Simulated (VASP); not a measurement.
Write the native input for VASP 6.6.1 that does the following.

```yaml
Task: single point
Functional: PBEsol
Potentials_or_basis: VASP PAW PBE potentials, release 64 (Zn, O)
Cutoff: 520 eV
k_mesh: 9 × 9 × 6
Occupations: gaussian, width 0.02 eV
Spin: no spin polarisation
Dipole_correction: no
Further_INCAR_settings: ALGO = Normal; EDIFF = 1e-06; NBANDS = 26
```

The structure of ZnO lies in POSCAR:

```
ZnO
1.0
    3.2951270871      0.0000000000      0.0000000000
   -1.6475635436      2.8536637661      0.0000000000
    0.0000000000      0.0000000000      5.1046944380
Zn O
2 2
Direct
    0.6666666667      0.3333333333      0.4953089552
    0.3333333333      0.6666666667     -0.0046910448
    0.6666666667      0.3333333333      0.8850010448
    0.3333333333      0.6666666667      0.3850010448
```

This cell differs from its parent crystal: biaxial strain in the a-b plane: +2.0 %, then relaxed in part.

One way to write it, as run:

INCAR

```
SYSTEM = ZnO
PREC = Accurate
ENCUT = 520
EDIFF = 1E-6
ISMEAR = 0
SIGMA = 0.02
LREAL = .FALSE.
LASPH = .TRUE.
NELM = 100
ALGO = Normal
ISIF = 2
LWAVE = .FALSE.
LCHARG = .FALSE.
GGA = PS
NBANDS = 26
```

KPOINTS

```
Automatic mesh
0
G
  9 9 6
  0 0 0
```

Potentials or basis: VASP PAW PBE potentials, release 64 (Zn, O).

Launch:

```sh
$ cat potpaw_PBE.64/Zn/POTCAR potpaw_PBE.64/O/POTCAR > POTCAR
$ mpirun -np 1 vasp_std > vasp.out
```

Results of the run:

| Item | Value |
| --- | --- |
| Pressure | -1.9 GPa |
| Largest force | 0.007 eV/Å |
| Band gap on the k mesh | 0.71 eV, direct |

Caveat: the cell differs from its parent crystal (biaxial strain in the a-b plane: +2.0 %, then relaxed in part); the PAW data sets were made with another functional, which shifts forces and pressure a little.

Run time: 54 s on 1 thread of Intel(R) Xeon(R) Platinum 8488C (Sapphire Rapids), with other jobs on the host, peak memory 0.2 GiB.
